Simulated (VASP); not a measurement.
# CrB5 (F-43m) in VASP: a series of runs

The runs below take CrB5 through single point, relaxation of cell and atoms, with PBE.

Everything below comes from runs of VASP 6.6.1. Logs are shortened: lines on timing, memory, paths and dates and some standing lists are left out, and cuts for length are marked.

### 1 The cell of the first run

Symmetry: F-43m, No. 216, cubic system. Conventional cell: a = 5.865 Å, b = 5.865 Å, c = 5.865 Å, α = 90.00°, β = 90.00°, γ = 90.00°. Cr (site symmetry -43m) has 16 B at 2.43 to 2.54 Å within 3.2 Å. B (site symmetry -43m) has 12 B at 2.43 Å and 4 Cr at 2.54 Å within 3.2 Å. Within 2.7 Å of B (site symmetry 3m) lie 9 B at 2.07 to 2.43 Å and 3 Cr at 2.43 Å.

The cell was generated, and may not be a known phase.

### 2 Single point, PBE, collinear spin, ferromagnetic start

Contents of INCAR:

```
  PREC = Accurate
  ENCUT = 520
  EDIFF = 1E-7
  ISMEAR = 0
  SIGMA = 0.1
  LREAL = F
  LASPH = T
  NELM = 150
  ALGO = Normal
  ISIF = 2
  LWAVE = F
  LCHARG = T
  ISPIN = 2
  MAGMOM = 3 0 0 0 0 0
  LORBIT = 11
  LMAXMIX = 4
  GGA = PE
  LELF = T
  LVHAR = T
  NBANDS = 26
```

Contents of KPOINTS:

```
Automatic mesh
0
Gamma
  6 6 6
```

Contents of POSCAR:

```
CrB5
1.0
    0.0000000000      2.9324166500      2.9324166500
    2.9324166500      0.0000000000      2.9324166500
    2.9324166500      2.9324166500      0.0000000000
Cr B
1 5
Direct
    0.0000000000      0.0000000000      0.0000000000
    0.2500000000      0.2500000000      0.2500000000
    0.1250000000      0.6250000000      0.6250000000
    0.6250000000      0.6250000000      0.6250000000
    0.6250000000      0.1250000000      0.6250000000
    0.6250000000      0.6250000000      0.1250000000
```

Potentials or basis: VASP PAW PBE potentials, release 64 (Cr_pv, B).

Command:

```console
$ cat potpaw_PBE.64/Cr_pv/POTCAR potpaw_PBE.64/B/POTCAR > POTCAR
$ mpirun -np 1 vasp_std > vasp.out
```

OUTCAR:

```text
PREC = Accurate
   ENCUT = 520
   EDIFF = 1E-7
   ISMEAR = 0
   LREAL = F
   LASPH = T
   NELM = 150
   ISIF = 2
   ISPIN = 2
   LORBIT = 11
   GGA = PE

 ion  position               nearest neighbor table
   1  0.000  0.000  0.000-   4 2.43   5 2.43   6 2.43   3 2.43   4 2.43   6 2.43   3 2.43   4 2.43
                             5 2.43   3 2.43   5 2.43   6 2.43   2 2.54   2 2.54   2 2.54   2 2.54
   2  0.250  0.250  0.250-   1 2.54   1 2.54   1 2.54   1 2.54
   3  0.125  0.625  0.625-   4 2.07   6 2.07   5 2.07   4 2.07   5 2.07   6 2.07   1 2.43   1 2.43
                             1 2.43
   4  0.625  0.625  0.625-   3 2.07   5 2.07   6 2.07   6 2.07   5 2.07   3 2.07   1 2.43   1 2.43
                             1 2.43
   5  0.625  0.125  0.625-   4 2.07   6 2.07   3 2.07   4 2.07   6 2.07   3 2.07   1 2.43   1 2.43
                             1 2.43
   6  0.625  0.625  0.125-   4 2.07   3 2.07   4 2.07   5 2.07   5 2.07   3 2.07   1 2.43   1 2.43
                             1 2.43

  LATTYP: Found a face centered cubic cell.
 ALAT       =     5.8648333000

  Lattice vectors:

 A1 = (   0.0000000000,   2.9324166500,   2.9324166500)
 A2 = (   2.9324166500,   0.0000000000,   2.9324166500)
 A3 = (   2.9324166500,   2.9324166500,   0.0000000000)

Analysis of symmetry for initial positions (statically):
=====================================================================
 Subroutine PRICEL returns:
 Original cell was already a primitive cell.

 Routine SETGRP: Setting up the symmetry group for a
 face centered cubic supercell.

 Subroutine GETGRP returns: Found 24 space group operations
 (whereof 24 operations were pure point group operations)
 out of a pool of 48 trial point group operations.

The static configuration has the point symmetry T_d .

Analysis of symmetry for dynamics (positions and initial velocities):
=====================================================================
 Subroutine PRICEL returns:
 Original cell was already a primitive cell.

 Routine SETGRP: Setting up the symmetry group for a
 face centered cubic supercell.

 Subroutine GETGRP returns: Found 24 space group operations
 (whereof 24 operations were pure point group operations)
 out of a pool of 48 trial point group operations.

The dynamic configuration has the point symmetry T_d .

Analysis of structural, dynamic, and magnetic symmetry:
=====================================================================
 Subroutine PRICEL returns:
 Original cell was already a primitive cell.

 Routine SETGRP: Setting up the symmetry group for a
[... 141 lines left out ...]
   NGX = 15   NGY = 15   NGZ = 15

 number of electron      26.9999996 magnetization       0.0049398

 number of electron      26.9999996 magnetization      -0.0000804

 Free energy of the ion-electron system (eV)
  ---------------------------------------------------
  ext. energy  EPLUGINS =         0.00000000
  ---------------------------------------------------
  free energy    TOTEN  =       -38.14529577 eV

  energy without entropy =      -38.13525679  energy(sigma->0) =      -38.14027628

 E-fermi :   8.0928     XC(G=0): -12.2726

 val. band max:        8.0675846568   @ k =  -0.3333   0.3333   0.0000
 cond. band min:       8.2770138310   @ k =  -0.3333   0.5000   0.1667
 fundamental gap:      0.2094291742
 Fermi energy:         8.0927506456

 spin component 1

 k-point     1 :       0.0000    0.0000    0.0000
  band No.  band energies     occupation
      1     -35.1998      1.00000
      2     -35.1998      1.00000
      3     -35.1998      1.00000
      4      -6.8711      1.00000
      5       0.3724      1.00000
      6       2.1263      1.00000
[... 437 lines left out ...]
     24      14.4335      0.00000
     25      15.2969      0.00000
 Fermi energy:         8.0927506456

 spin component 2

 k-point     1 :       0.0000    0.0000    0.0000
  band No.  band energies     occupation
      1     -35.1999      1.00000
      2     -35.1999      1.00000
      3     -35.1999      1.00000
      4      -6.8711      1.00000
      5       0.3724      1.00000
      6       2.1263      1.00000
[... 437 lines left out ...]
     24      14.4335      0.00000
     25      15.3336      0.00000
 [bands above 25 left out]

------------------------ aborting loop because EDIFF is reached ----------------------------------------

  FORCE on cell =-STRESS in cart. coord.  units (eV):
  Direction    XX          YY          ZZ          XY          YZ          ZX
  --------------------------------------------------------------------------------------
  -------------------------------------------------------------------------------------
  Total      -13.9384865    -13.9384865    -13.9384865     -0.0000000     -0.0000000      0.0000000
  in kB     -442.8117904   -442.8117904   -442.8117904     -0.0000000     -0.0000000      0.0000000
  external PRESSURE =    -442.8117904 kB  Pullay stress =       0.0000000 kB

 VOLUME and BASIS-vectors are now :
 -----------------------------------------------------------------------------
  energy-cutoff  :      520.00
  volume of cell :       50.43
      direct lattice vectors                 reciprocal lattice vectors
     0.000000000  2.932416650  2.932416650    -0.170507830  0.170507830  0.170507830
     2.932416650  0.000000000  2.932416650     0.170507830 -0.170507830  0.170507830
     2.932416650  2.932416650  0.000000000     0.170507830  0.170507830 -0.170507830

 POSITION                                       TOTAL-FORCE (eV/Angst)
 -----------------------------------------------------------------------------------
      0.00000      0.00000      0.00000         0.000000      0.000000      0.000000
      1.46621      1.46621      1.46621         0.000000      0.000000      0.000000
      3.66552      2.19931      2.19931         0.012584     -0.012584     -0.012584
      3.66552      3.66552      3.66552         0.012584      0.012584      0.012584
      2.19931      3.66552      2.19931        -0.012584      0.012584     -0.012584
      2.19931      2.19931      3.66552        -0.012584     -0.012584      0.012584
 -----------------------------------------------------------------------------------
    total drift:                               -0.000000     -0.000000     -0.000000

  FREE ENERGIE OF THE ION-ELECTRON SYSTEM (eV)
  ---------------------------------------------------
  free  energy   TOTEN  =       -38.1452957697 eV

  energy  without entropy=      -38.1352567886  energy(sigma->0) =      -38.14027628

 total charge

# of ion       s       p       d       tot
------------------------------------------
    1        0.262   6.306   4.280  10.848
    2        0.750   0.708   0.000   1.457
    3        0.626   0.984   0.000   1.610
    4        0.626   0.984   0.000   1.610
    5        0.626   0.984   0.000   1.610
    6        0.626   0.984   0.000   1.610
--------------------------------------------------
tot          3.516  10.950   4.280  18.745

 magnetization (x)

# of ion       s       p       d       tot
------------------------------------------
    1       -0.000  -0.000  -0.000  -0.000
    2       -0.000   0.000   0.000  -0.000
    3        0.000   0.000   0.000   0.000
    4        0.000   0.000   0.000   0.000
    5        0.000   0.000   0.000   0.000
    6        0.000   0.000   0.000   0.000
--------------------------------------------------
tot         -0.000   0.000  -0.000  -0.000
```

OSZICAR:

```text
N       E                     dE             d eps       ncg     rms          rms(c)
DAV:   1     0.170760754259E+03    0.17076E+03   -0.13004E+04  1664   0.103E+03
DAV:   2    -0.326602645169E+02   -0.20342E+03   -0.19254E+03  1802   0.286E+02
DAV:   3    -0.421757223737E+02   -0.95155E+01   -0.92078E+01  2162   0.608E+01
DAV:   4    -0.423482652966E+02   -0.17254E+00   -0.17166E+00  1968   0.765E+00
DAV:   5    -0.423517184187E+02   -0.34531E-02   -0.34507E-02  2310   0.993E-01    0.255E+01
DAV:   6    -0.616494689933E+02   -0.19298E+02   -0.88492E+01  1782   0.744E+01    0.538E+01
DAV:   7    -0.379370494863E+02    0.23712E+02   -0.81182E+01  1862   0.855E+01    0.713E+00
DAV:   8    -0.381811084747E+02   -0.24406E+00   -0.29386E+00  1906   0.865E+00    0.352E+00
DAV:   9    -0.381610958504E+02    0.20013E-01   -0.40796E-02  2222   0.130E+00    0.255E+00
DAV:  10    -0.381453205527E+02    0.15775E-01   -0.34264E-02  1998   0.141E+00    0.922E-01
DAV:  11    -0.381454693845E+02   -0.14883E-03   -0.32769E-03  2076   0.329E-01    0.360E-01
DAV:  12    -0.381452834347E+02    0.18595E-03   -0.75496E-04  2074   0.178E-01    0.162E-01
DAV:  13    -0.381452969337E+02   -0.13499E-04   -0.47643E-05  2058   0.539E-02    0.412E-02
DAV:  14    -0.381452954608E+02    0.14729E-05   -0.31690E-06  2124   0.119E-02    0.156E-02
DAV:  15    -0.381452953568E+02    0.10393E-06   -0.29944E-06  1978   0.121E-02    0.613E-03
DAV:  16    -0.381452956945E+02   -0.33770E-06   -0.37809E-07  1856   0.396E-03    0.159E-03
DAV:  17    -0.381452957697E+02   -0.75127E-07   -0.41746E-08  1090   0.131E-03
   1 F= -.38145296E+02 E0= -.38140276E+02  d E =-.100390E-01  mag=    -0.0000
```

Wall time 84 s (1 thread of Intel Xeon 8259CL, shared host); peak memory 0.21 GiB.

What came out:

* Free energy: -38.1453 eV
* Pressure: -44.3 GPa
* Net moment: 0.00 μB per cell
* Valence electrons inside the program's atomic spheres: Cr 10.85; B 1.46, 1.61 (each value once)

Caveat: the cell stands under tension; the moments typed at the start vanished in this run.

### 3 Relaxation of cell and atoms, PBE

This run uses another cell than the first one, of 6.59 Å³/atom.

Contents of INCAR:

```
SYSTEM = CrB5
PREC = Accurate
ENCUT = 600
EDIFF = 1E-7
ISMEAR = 0
SIGMA = 0.1
LREAL = .False.
LASPH = .True.
NELM = 80
ALGO = Normal
ISIF = 3
LWAVE = .False.
LCHARG = .False.
GGA = PE
IBRION = 2
NSW = 100
EDIFFG = -0.01
```

Contents of KPOINTS:

```
Automatic mesh
0
Gamma
  12 12 12
  0 0 0
```

Contents of POSCAR:

```
CrB5
1.0
    0.0000000000      2.7034850031      2.7034850031
    2.7034850031      0.0000000000      2.7034850031
    2.7034850031      2.7034850031      0.0000000000
Cr B
1 5
Direct
    0.0000000000      0.0000000000      0.0000000000
    0.7500000000      0.7500000000      0.7500000000
    0.3753991765      0.3753991765      0.8738024706
    0.3753991765      0.8738024706      0.3753991765
    0.8738024706      0.3753991765      0.3753991765
    0.3753991765      0.3753991765      0.3753991765
```

Potentials or basis: VASP PAW PBE potentials, release 64 (Cr_pv, B).

Command:

```console
$ cat potpaw_PBE.64/Cr_pv/POTCAR potpaw_PBE.64/B/POTCAR > POTCAR
$ mpirun -np 1 vasp_std > vasp.out
```

It took 3 min on 1 thread of Intel Xeon 8259CL, shared host; peak memory 0.22 GiB.

It converged, with:

```
Free energy                           : -40.0018 eV
Relaxed volume                        : 6.57 Å³/atom
Relaxed cell                          : a = 3.821 Å, b = 3.821 Å, c = 3.821 Å, α = 60.00°, β = 60.00°, γ = 60.00°
Space group after relaxing (to 0.1 Å) : F-43m (No. 216)
Energy gained by relaxing             : 0.0 meV/atom
Ionic steps                           : 3
Pressure after relaxing               : 0.0 GPa
Band gap on the k mesh                : zero (an odd number of electrons rules out a gap without spin polarisation)
```

Forces in eV/Å, atoms in the order of the input:
```
Cr   0.000  0.000  0.000
B    0.000  0.000  0.000
B   -0.002 -0.002  0.002
B   -0.002  0.002 -0.002
B    0.002 -0.002 -0.002
B    0.002  0.002  0.002
```

The path:
| step | energy change (eV) | largest force (eV/Å) | pressure (GPa) | volume (Å³) |
| --- | --- | --- | --- | --- |
| 1 | 0.0000 | 0.0052 | -0.64 | 39.52 |
| 2 | -0.0001 | 0.0009 | 0.49 | 39.37 |
| 3 | -0.0002 | 0.0030 | -0.01 | 39.43 |

Final structure:
```
CELL_PARAMETERS angstrom
0.00000 2.70153 2.70153
2.70153 0.00000 2.70153
2.70153 2.70153 0.00000
ATOMIC_POSITIONS crystal
Cr 0.00000 0.00000 0.00000
B 0.75000 0.75000 0.75000
B 0.37541 0.37541 0.87376
B 0.37541 0.87376 0.37541
B 0.87376 0.37541 0.37541
B 0.37541 0.37541 0.37541
```

Levels at points of the mesh, in eV from the Fermi level:
```
           k point  band 12  band 13  band 14  band 15  band 16  band 17
(0.00, 0.00, 0.00)    -3.15    -3.15    -2.72     1.73     1.73     1.73
(0.50, 0.00, 0.00)    -2.58    -2.58     1.16     1.86     1.86     2.33
(0.50, 0.50, 0.00)    -2.01    -1.01     0.36     1.90     2.86     2.99
```

Caveat: the run has no spin polarisation, though such a crystal can be magnetic.

### 4 Relaxation of cell and atoms, PBE, collinear spin, ferromagnetic start

Contents of INCAR:

```
PREC = Accurate
ENCUT = 600
EDIFF = 1E-6
ISMEAR = 0
SIGMA = 0.1
LREAL = False
LASPH = True
NELM = 150
ALGO = Normal
ISIF = 3
LWAVE = False
LCHARG = False
ISPIN = 2
MAGMOM = 3 0 0 0 0 0
LORBIT = 11
LMAXMIX = 4
GGA = PE
IBRION = 2
NSW = 90
EDIFFG = -0.04
```

Contents of KPOINTS:

```
regular mesh
0
Gamma
  6 6 6
```

Contents of POSCAR:

```
CrB5
1.0
    0.0000000000      2.9324166500      2.9324166500
    2.9324166500      0.0000000000      2.9324166500
    2.9324166500      2.9324166500      0.0000000000
Cr B
1 5
Direct
    0.0000000000      0.0000000000      0.0000000000
    0.2500000000      0.2500000000      0.2500000000
    0.1250000000      0.6250000000      0.6250000000
    0.6250000000      0.6250000000      0.6250000000
    0.6250000000      0.1250000000      0.6250000000
    0.6250000000      0.6250000000      0.1250000000
```

Command:

```console
$ cat potpaw_PBE.64/Cr_pv/POTCAR potpaw_PBE.64/B/POTCAR > POTCAR
$ mpirun -np 1 vasp_std > vasp.out
```

Wall time 5.7 min (1 thread of Intel Xeon 8259CL, shared host); peak memory 0.26 GiB.

Results (log left out):

```
Free energy                                           : -40.0110 eV
Relaxed volume                                        : 6.60 Å³/atom
Relaxed cell                                          : a = 3.826 Å, b = 3.826 Å, c = 3.826 Å, α = 60.00°, β = 60.00°, γ = 60.00°
Space group after relaxing (to 0.1 Å)                 : F-43m (No. 216)
Energy gained by relaxing                             : 310.4 meV/atom
Ionic steps                                           : 5
Pressure after relaxing                               : -0.9 GPa
Net moment                                            : 0.00 μB per cell
Valence electrons inside the program's atomic spheres : Cr 11.44; B 1.62, 1.85 (each value once)
```

Step by step:
| step | energy change (eV) | largest force (eV/Å) | pressure (GPa) | volume (Å³) |
| --- | --- | --- | --- | --- |
| 1 | 0.0000 | 0.0220 | -44.15 | 50.43 |
| 2 | -1.3814 | 0.2017 | 40.75 | 35.34 |
| 3 | -1.8621 | 0.1011 | -0.28 | 39.51 |
| 4 | -1.8614 | 0.1047 | 1.30 | 39.31 |
| 5 | -1.8626 | 0.0094 | -0.93 | 39.60 |

Final structure:
```
CELL_PARAMETERS angstrom
0.00000 2.70529 2.70529
2.70529 0.00000 2.70529
2.70529 2.70529 0.00000
ATOMIC_POSITIONS crystal
Cr 0.00000 0.00000 0.00000
B 0.25000 0.25000 0.25000
B 0.12632 0.62456 0.62456
B 0.62456 0.62456 0.62456
B 0.62456 0.12632 0.62456
B 0.62456 0.62456 0.12632
```

Levels at points of the mesh, in eV from the Fermi level:
Spin up:
```csv
k point,band 10,band 11,band 12,band 13,band 14,band 15,band 16,band 17,band 18,band 19
"(0.00, 0.00, 0.00)",-4.93,-3.08,-3.08,-3.08,-2.65,1.81,1.81,1.81,3.02,3.02
"(0.50, 0.00, 0.00)",-5.50,-3.14,-2.51,-2.51,1.24,1.91,1.91,2.38,4.08,4.08
"(0.50, 0.50, 0.00)",-2.69,-1.94,-1.94,-0.94,0.42,1.98,2.93,2.93,3.04,4.97
```
Spin down:
```
           k point  band 12  band 13  band 14  band 15  band 16  band 17
(0.00, 0.00, 0.00)    -3.08    -3.08    -2.65     1.81     1.81     1.81
(0.50, 0.00, 0.00)    -2.51    -2.51     1.24     1.91     1.91     2.38
(0.50, 0.50, 0.00)    -1.94    -0.94     0.42     1.98     2.93     2.93
```

Caveat: the volume moved by over 15 % at a fixed basis, so the end points are rough; the moments typed at the start vanished in this run.

The gap in the log of VASP goes by the Fermi energy; the results here count the filled bands.